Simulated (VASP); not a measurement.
Crystal: Be2Si.

```
Be Si
1.0
    -1.63541    1.63541    5.68628
     1.63541   -1.63541    5.68628
     1.63541    1.63541   -5.68628
Be Si
4 2
Cartesian
  0.0000 0.0000 4.7367
  1.6354 0.0000 1.8935
  1.6354 0.0000 3.7928
  0.0000 0.0000 6.6359
  0.0000 0.0000 0.0000
  0.0000 1.6354 2.8431
```

```yaml
Program: VASP 6.6.1
Task: relaxation of cell and atoms
Functional: PBE
Potentials_or_basis: VASP PAW PBE potentials, release 64 (Be, Si)
Cutoff: 600 eV
k_mesh: 8 × 8 × 8
Occupations: gaussian, width 0.1 eV
Spin: no spin polarisation
```

At the start: pressure 10.7 GPa; volume 10.14 Å³/atom.

How do energy, volume and symmetry change on relaxing?

Over 3 steps the energy falls by 33.5 meV/atom and the volume is 11.23 Å³/atom (+10.8 %); space group I4_1/amd (No. 141, to 0.05 Å).

Step by step:
```csv
step,energy change (eV),largest force (eV/Å),pressure (GPa),volume (Å³)
1,0.0000,0.0999,10.72,60.83
2,-0.2007,0.0150,0.46,67.01
3,-0.2012,0.0191,-0.01,67.38
```

Final structure:
```
CELL_PARAMETERS angstrom
-1.69256 1.69256 5.87980
1.69256 -1.69256 5.87980
1.69256 1.69256 -5.87980
ATOMIC_POSITIONS crystal
Be 0.41605 0.41605 0.00000
Be 0.16605 0.66605 0.50000
Be 0.33395 0.83395 0.50000
Be 0.58395 0.58395 0.00000
Si 0.00000 0.00000 0.00000
Si 0.75000 0.25000 0.50000
```
